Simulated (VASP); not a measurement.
# MoS2 in VASP: a series of runs

Aim: see how the results for MoS2 move with the level of theory and the settings. Levels: LDA, r2SCAN. Tasks: single point.

All numbers are computed with VASP 6.6.1; they aren't measurements. Logs are shortened: lines on timing, memory, paths and dates and some standing lists are left out, and cuts for length are marked.

**1. The cell of the first run**

The cell holds a slab with vacuum, 6 atoms: a = 3.185 Å, b = 3.185 Å, c = 21.671 Å, α = 90.00°, β = 90.00°, γ = 120.00°.

**2. Single point, LDA**

INCAR

```
PREC = Accurate ; ENCUT = 520
EDIFF = 1E-7 ; ISMEAR = -1
SIGMA = 0.05 ; LREAL = False
LASPH = True ; NELM = 100
ALGO = Normal ; ISIF = 2
LWAVE = False ; LCHARG = False
NBANDS = 35
```

KPOINTS

```
regular mesh
0
Gamma
  10 10 2
```

POSCAR

```
MoS2
1.0
    3.1845414560      0.0000000000      0.0000000000
   -1.5922707280      2.7578938003      0.0000000000
    0.0000000000      0.0000000000     21.6705347200
Mo S
2 4
Direct
    0.3333333333      0.6666666667      0.8511602300
    0.6666666667      0.3333333333      0.1488397700
    0.6666666667      0.3333333333      0.7796253900
    0.3333333333      0.6666666667      0.0772510000
    0.6666666667      0.3333333333      0.9227490000
    0.3333333333      0.6666666667      0.2203746100
```

Potentials or basis: VASP PAW LDA potentials, release 64 (Mo_sv, S).

Run with:

```bash
> cat potpaw_LDA.64/Mo_sv/POTCAR potpaw_LDA.64/S/POTCAR > POTCAR
> mpirun -np 1 vasp_std > vasp.out
```

OUTCAR:

```text
PREC = Accurate
   ENCUT = 520
   EDIFF = 1E-7
   ISMEAR = -1
   LREAL = False
   LASPH = True
   NELM = 100
   ISIF = 2

 ion  position               nearest neighbor table
   1  0.333  0.667  0.851-   3 2.40   3 2.40   3 2.40   5 2.41   5 2.41   5 2.41
   2  0.667  0.333  0.149-   6 2.40   6 2.40   6 2.40   4 2.41   4 2.41   4 2.41
   3  0.667  0.333  0.780-   1 2.40   1 2.40   1 2.40
   4  0.333  0.667  0.077-   2 2.41   2 2.41   2 2.41
   5  0.667  0.333  0.923-   1 2.41   1 2.41   1 2.41
   6  0.333  0.667  0.220-   2 2.40   2 2.40   2 2.40

  LATTYP: Found a hexagonal cell.
 ALAT       =     3.1845414560
 C/A-ratio  =     6.8049152506

  Lattice vectors:

 A1 = (   3.1845414560,   0.0000000000,   0.0000000000)
 A2 = (  -1.5922707280,   2.7578938003,   0.0000000000)
 A3 = (   0.0000000000,   0.0000000000,  21.6705347200)

Analysis of symmetry for initial positions (statically):
=====================================================================
 Subroutine PRICEL returns:
 Original cell was already a primitive cell.

 Routine SETGRP: Setting up the symmetry group for a
 hexagonal supercell.

 Subroutine GETGRP returns: Found 12 space group operations
 (whereof 12 operations were pure point group operations)
 out of a pool of 24 trial point group operations.

The static configuration has the point symmetry D_3d.

Analysis of symmetry for dynamics (positions and initial velocities):
=====================================================================
 Subroutine PRICEL returns:
 Original cell was already a primitive cell.

 Routine SETGRP: Setting up the symmetry group for a
 hexagonal supercell.

 Subroutine GETGRP returns: Found 12 space group operations
 (whereof 12 operations were pure point group operations)
 out of a pool of 24 trial point group operations.

The dynamic configuration has the point symmetry D_3d.

 Subroutine INISYM returns: Found 12 space group operations
 (whereof 12 operations are pure point group operations),
 and found     1 'primitive' translations

----------------------------------------------------------------------------------------

                                     Primitive cell

  volume of cell :     190.3242

  direct lattice vectors                    reciprocal lattice vectors
     3.184541456  0.000000000  0.000000000     0.314016952  0.181297771  0.000000000
    -1.592270728  2.757893800  0.000000000     0.000000000  0.362595543  0.000000000
     0.000000000  0.000000000 21.670534720     0.000000000  0.000000000  0.046145608

  length of vectors
     3.184541456  3.184541456 21.670534720     0.362595543  0.362595543  0.046145608

  position of ions in fractional coordinates (direct lattice)
     0.333333333  0.666666667  0.851160230
     0.666666667  0.333333333  0.148839770
     0.666666667  0.333333333  0.779625390
     0.333333333  0.666666667  0.077251000
     0.666666667  0.333333333  0.922749000
     0.333333333  0.666666667  0.220374610

  ion indices of the primitive-cell ions
   primitive index   ion index
                 1           1
                 2           2
                 3           3
                 4           4
                 5           5
                 6           6

----------------------------------------------------------------------------------------

 KPOINTS: regular mesh

Automatic generation of k-mesh.
 Grid dimensions read from file:
 generate k-points for:   10   10    2

 Generating k-lattice:

  Cartesian coordinates                     Fractional coordinates (reciprocal lattice)
     0.031401695  0.018129777  0.000000000     0.100000000  0.000000000  0.000000000
     0.000000000  0.036259554  0.000000000     0.000000000  0.100000000  0.000000000
     0.000000000  0.000000000  0.023072804     0.000000000  0.000000000  0.500000000

  Length of vectors
     0.036259554  0.036259554  0.023072804

  Shift w.r.t. Gamma in fractional coordinates (k-lattice)
     0.000000000  0.000000000  0.000000000

 Subroutine IBZKPT returns following result:
 ===========================================

 Found     28 irreducible k-points:

 Following reciprocal coordinates:
            Coordinates               Weight
  0.000000  0.000000  0.000000      1.000000
  0.100000  0.000000  0.000000      6.000000
  0.200000  0.000000  0.000000      6.000000
  0.300000 -0.000000  0.000000      6.000000
  0.400000 -0.000000  0.000000      6.000000
  0.500000 -0.000000  0.000000      3.000000
[... 16 lines left out ...]
  0.300000  0.100000  0.500000     12.000000
  0.400000  0.100000  0.500000     12.000000
 [... further k-points ...]
   k-points           NKPTS =     28   k-points in BZ     NKDIM =     28   number of bands    NBANDS=     35
   number of dos      NEDOS =    301   number of ions     NIONS =      6
   total plane-waves  NPLWV =  93312
   dimension x,y,z NGX =    24 NGY =   24 NGZ =  162
   dimension x,y,z NGXF=    48 NGYF=   48 NGZF=  324
   ions per type =               2   4
   NGX,Y,Z   is equivalent  to a cutoff of  12.53, 12.53, 12.43 a.u.
   NGXF,Y,Z  is equivalent  to a cutoff of  25.06, 25.06, 24.86 a.u.
 SYSTEM =  unknown system
   PREC   = accura    normal or accurate (medium, high low for compatibility)
   ISTART =      0    job   : 0-new  1-cont  2-samecut
   ICHARG =      2    charge: 1-file 2-atom 10-const
   ISPIN  =      1    spin polarized calculation?
   LNONCOLLINEAR =      F non collinear calculations
   LSORBIT =      F    spin-orbit coupling
   LASPH  =      T    aspherical Exc in radial PAW
   ENCUT  =  520.0 eV  38.22 Ry    6.18 a.u.   5.92  5.92 40.29*2*pi/ulx,y,z
   NELM   =    100;   NELMIN=  2; NELMDL= -5     # of ELM steps
   EDIFF  = 0.1E-06   stopping-criterion for ELM
   LREAL  =      F    real-space projection
   EDIFFG = 0.1E-05   stopping-criterion for IOM
   NSW    =      0    number of steps for IOM
   IBRION =     -1    ionic relax: 0-MD 1-quasi-New 2-CG
   NFREE  =      0    steps in history (QN), initial steepest desc. (CG)
   ISIF   =      2    stress and relaxation
   ISYM   =      2    0-nonsym 1-usesym 2-fastsym
   POTIM  = 0.5000    time-step for ionic-motion
   TEBEG  =    0.0;   TEEND  =   0.0 temperature during run
   PSTRESS=    0.0 pullay stress
   NELECT =      52.0000    total number of electrons
   NUPDOWN=      -1.0000    fix difference up-down
   EMIN   =  10.00;   EMAX   =-10.00  energy-range for DOS
   EFERMI =   0.00;   METHOD = LEGACY
   ISMEAR =    -1;   SIGMA  =   0.05  broadening in eV -4-tet -1-fermi 0-gaus
   EFERMI_NEDOS =   21; number of points for ismear=-14 and -15
   IALGO  =     38    algorithm
   IMIX   =      4    mixing-type and parameters
     AMIX     =   0.40;   BMIX     =  1.00
     AMIX_MAG =   1.60;   BMIX_MAG =  1.00
  volume/ion in A,a.u.               =      31.72       214.06
  Fermi-wavevector in a.u.,A,eV,Ry     =   1.062294  2.007444 15.353737  1.128468
  Thomas-Fermi vector in A             =   2.197739
   LORBIT       =      0    0 simple, 1 ext, 2 COOP (PROOUT), +10 PAW based schemes
   GGA     = CA    functional components
   LHFCALC =     F    Hartree Fock is set to
   AEXX    =    0.0000 exact exchange contribution
   IVDW    =     0    specifies the selected vdW correction
   LEPSILON=     F    determine dielectric tensor
   LRPA    =     F    only Hartree local field effects (RPA)
 non-spin polarized calculation
  energy-cutoff  :      520.00
  volume of cell :      190.32
 maximum number of plane-waves:      5172
 NGX is ok and might be reduce to    24
   NGX = 11   NGY = 11   NGZ = 81

 number of electron      51.9999998 magnetization

 Free energy of the ion-electron system (eV)
  ---------------------------------------------------
  ext. energy  EPLUGINS =         0.00000000
  ---------------------------------------------------
  free energy    TOTEN  =       -48.73575194 eV

  energy without entropy =      -48.73575181  energy(sigma->0) =      -48.73575188

 E-fermi :   2.0732     XC(G=0):  -6.7884

 val. band max:        1.4451639979   @ k =   0.0000   0.0000   0.0000
 cond. band min:       2.8182569508   @ k =   0.3000   0.3000   0.0000
 fundamental gap:      1.3730929529
 Fermi energy:         2.0732411462

 k-point     1 :       0.0000    0.0000    0.0000
  band No.  band energies     occupation
      1     -59.4351      2.00000
      2     -59.4351      2.00000
      3     -33.7792      2.00000
      4     -33.7792      2.00000
      5     -33.5629      2.00000
      6     -33.5629      2.00000
[... 27 lines left out ...]
     34       4.1387      0.00000
     35       6.6218      0.00000

 k-point     2 :       0.1000    0.0000    0.0000
  band No.  band energies     occupation
      1     -59.4314      2.00000
      2     -59.4314      2.00000
      3     -33.7720      2.00000
      4     -33.7720      2.00000
      5     -33.6001      2.00000
      6     -33.6001      2.00000
[... 27 lines left out ...]
     34       4.0934      0.00000
     35       6.8786      0.00000

 k-point     3 :       0.2000    0.0000    0.0000
  band No.  band energies     occupation
      1     -59.4218      2.00000
      2     -59.4218      2.00000
      3     -33.7529      2.00000
      4     -33.7529      2.00000
      5     -33.6964      2.00000
      6     -33.6964      2.00000
[... 27 lines left out ...]
     34       4.6388      0.00000
     35       7.4409      0.00000
[... 723 lines left out ...]
 k-point    23 :       0.3000    0.1000    0.5000
  band No.  band energies     occupation
      1     -59.4032      2.00000
      2     -59.4032      2.00000
      3     -33.8626      2.00000
      4     -33.8626      2.00000
      5     -33.7161      2.00000
      6     -33.7161      2.00000
[... 27 lines left out ...]
     34       5.4808      0.00000
     35       8.5106      0.00000

 k-point    24 :       0.4000    0.1000    0.5000
  band No.  band energies     occupation
      1     -59.3965      2.00000
      2     -59.3965      2.00000
      3     -33.9225      2.00000
      4     -33.9225      2.00000
      5     -33.7028      2.00000
      6     -33.7028      2.00000
[... 27 lines left out ...]
     34       5.4103      0.00000
     35       7.4278      0.00000

 [... further k-points ...]

------------------------ aborting loop because EDIFF is reached ----------------------------------------

  FORCE on cell =-STRESS in cart. coord.  units (eV):
  Direction    XX          YY          ZZ          XY          YZ          ZX
  --------------------------------------------------------------------------------------
  -------------------------------------------------------------------------------------
  Total       -4.4570941     -4.4570941     -2.6237068      0.0000000      0.0000000     -0.0000000
  in kB      -37.5204739    -37.5204739    -22.0867501      0.0000000      0.0000000     -0.0000000
  external PRESSURE =     -32.3758993 kB  Pullay stress =       0.0000000 kB

 VOLUME and BASIS-vectors are now :
 -----------------------------------------------------------------------------
  energy-cutoff  :      520.00
  volume of cell :      190.32
      direct lattice vectors                 reciprocal lattice vectors
     3.184541456  0.000000000  0.000000000     0.314016952  0.181297771  0.000000000
    -1.592270728  2.757893800  0.000000000     0.000000000  0.362595543  0.000000000
     0.000000000  0.000000000 21.670534720     0.000000000  0.000000000  0.046145608

 POSITION                                       TOTAL-FORCE (eV/Angst)
 -----------------------------------------------------------------------------------
     -0.00000      1.83860     18.44510        -0.000000      0.000000      0.008241
      1.59227      0.91930      3.22544         0.000000      0.000000     -0.008241
      1.59227      0.91930     16.89490         0.000000      0.000000      0.362741
     -0.00000      1.83860      1.67407         0.000000     -0.000000      0.282232
      1.59227      0.91930     19.99646         0.000000      0.000000     -0.282232
     -0.00000      1.83860      4.77564         0.000000     -0.000000     -0.362741
 -----------------------------------------------------------------------------------
    total drift:                                0.000000     -0.000000      0.000000

  FREE ENERGIE OF THE ION-ELECTRON SYSTEM (eV)
  ---------------------------------------------------
  free  energy   TOTEN  =       -48.7357519430 eV

  energy  without entropy=      -48.7357518137  energy(sigma->0) =      -48.73575188
```

Wall time 6.1 min (1 thread of Intel Xeon 8259CL, shared host); peak memory 0.33 GiB.

Results:

```yaml
Free_energy: -48.7358 eV
Largest_force: 0.363 eV/Å
Band_gap_on_the_k_mesh: 1.37 eV (least direct gap 1.89 eV)
```

Forces in eV/Å, atoms in the order of the input:
```
Mo   0.000  0.000  0.008
Mo   0.000  0.000 -0.008
S    0.000  0.000  0.363
S    0.000  0.000  0.282
S    0.000  0.000 -0.282
S    0.000  0.000 -0.363
```

Caveat: there is no dipole correction, which matters where the two faces differ.

**3. Single point, r2SCAN**

POSCAR is that of step 2.

INCAR.step1

```
PREC = Accurate ; ENCUT = 520
ISMEAR = -1 ; SIGMA = 0.05
LREAL = False ; LASPH = True
NELM = 60 ; NBANDS = 35
GGA = PE ; ALGO = Normal
EDIFF = 1E-4 ; LWAVE = True
LCHARG = False
```

INCAR.step2

```
PREC = Accurate ; ENCUT = 520
EDIFF = 1E-6 ; ISMEAR = -1
SIGMA = 0.05 ; LREAL = False
LASPH = True ; NELM = 60
ALGO = Normal ; ISIF = 2
LWAVE = False ; LCHARG = False
METAGGA = R2SCAN ; LMIXTAU = True
NBANDS = 35 ; ISTART = 1
```

KPOINTS

```
Automatic mesh
0
Gamma
  10 10 2
```

Potentials or basis: VASP PAW PBE potentials, release 64 (Mo_sv, S).

Run with:

```bash
> cat potpaw_PBE.64/Mo_sv/POTCAR potpaw_PBE.64/S/POTCAR > POTCAR
> cp INCAR.step1 INCAR
> mpirun -np 1 vasp_std > vasp.out
> cp INCAR.step2 INCAR
> mpirun -np 1 vasp_std > vasp.out
```

OUTCAR:

```text
PREC = Accurate
   ENCUT = 520
   EDIFF = 1E-6
   ISMEAR = -1
   LREAL = False
   LASPH = True
   NELM = 60
   ISIF = 2
   METAGGA = R2SCAN
   ISTART = 1

 ion  position               nearest neighbor table
   1  0.333  0.667  0.851-   3 2.40   3 2.40   3 2.40   5 2.41   5 2.41   5 2.41
   2  0.667  0.333  0.149-   6 2.40   6 2.40   6 2.40   4 2.41   4 2.41   4 2.41
   3  0.667  0.333  0.780-   1 2.40   1 2.40   1 2.40
   4  0.333  0.667  0.077-   2 2.41   2 2.41   2 2.41
   5  0.667  0.333  0.923-   1 2.41   1 2.41   1 2.41
   6  0.333  0.667  0.220-   2 2.40   2 2.40   2 2.40

[... 1118 lines left out ...]
  -------------------------------------------------------------------------------------
  Total        0.0840627      0.0840627      0.2142945     -0.0000000      0.0000000     -0.0000000
  in kB        0.7076519      0.7076519      1.8039627     -0.0000000      0.0000000     -0.0000000
  external PRESSURE =       1.0730888 kB  Pullay stress =       0.0000000 kB

 VOLUME and BASIS-vectors are now :
 -----------------------------------------------------------------------------
  energy-cutoff  :      520.00
  volume of cell :      190.32
      direct lattice vectors                 reciprocal lattice vectors
     3.184541456  0.000000000  0.000000000     0.314016952  0.181297771  0.000000000
    -1.592270728  2.757893800  0.000000000     0.000000000  0.362595543  0.000000000
     0.000000000  0.000000000 21.670534720     0.000000000  0.000000000  0.046145608

 POSITION                                       TOTAL-FORCE (eV/Angst)
 -----------------------------------------------------------------------------------
     -0.00000      1.83860     18.44510        -0.000000      0.000000      0.005035
      1.59227      0.91930      3.22544        -0.000000      0.000000     -0.005035
      1.59227      0.91930     16.89490        -0.000000     -0.000000     -0.037071
     -0.00000      1.83860      1.67407         0.000000     -0.000000     -0.025592
      1.59227      0.91930     19.99646        -0.000000      0.000000      0.025592
     -0.00000      1.83860      4.77564         0.000000      0.000000      0.037071
 -----------------------------------------------------------------------------------
    total drift:                                0.000000     -0.000000      0.000000

  FREE ENERGIE OF THE ION-ELECTRON SYSTEM (eV)
  ---------------------------------------------------
  free  energy   TOTEN  =       -90.0434866935 eV

  energy  without entropy=      -90.0434866510  energy(sigma->0) =      -90.04348667
```

Wall time 16 min (1 thread of Intel Xeon 8259CL, shared host); peak memory 0.42 GiB.

Results:

| Item | Value |
| --- | --- |
| Free energy | -90.0435 eV |
| Largest force | 0.037 eV/Å |
| Band gap on the k mesh | 1.48 eV (least direct gap 2.01 eV) |

Forces on the atoms (eV/Å):
```
Mo   0.000  0.000  0.005
Mo   0.000  0.000 -0.005
S    0.000  0.000 -0.037
S    0.000  0.000 -0.026
S    0.000  0.000  0.026
S    0.000  0.000  0.037
```

Levels at points of the mesh, in eV from the valence-band top:
| k point | band 23 | band 24 | band 25 | band 26 | band 27 | band 28 | band 29 | band 30 |
| --- | --- | --- | --- | --- | --- | --- | --- | --- |
| (0.00, 0.00, 0.00) | -2.05 | -1.84 | -0.49 | 0.00 | 2.54 | 2.54 | 2.55 | 2.55 |
| (0.50, 0.00, 0.00) | -1.54 | -1.49 | -1.06 | -1.03 | 1.97 | 1.99 | 2.47 | 2.56 |
| (0.00, 0.00, 0.50) | -2.05 | -1.84 | -0.49 | 0.00 | 2.54 | 2.54 | 2.55 | 2.55 |
| (0.50, 0.00, 0.50) | -1.54 | -1.49 | -1.06 | -1.03 | 1.97 | 1.99 | 2.47 | 2.56 |

Caveat: there is no dipole correction, which matters where the two faces differ; the PAW data sets were made with another functional, which shifts forces and pressure a little.
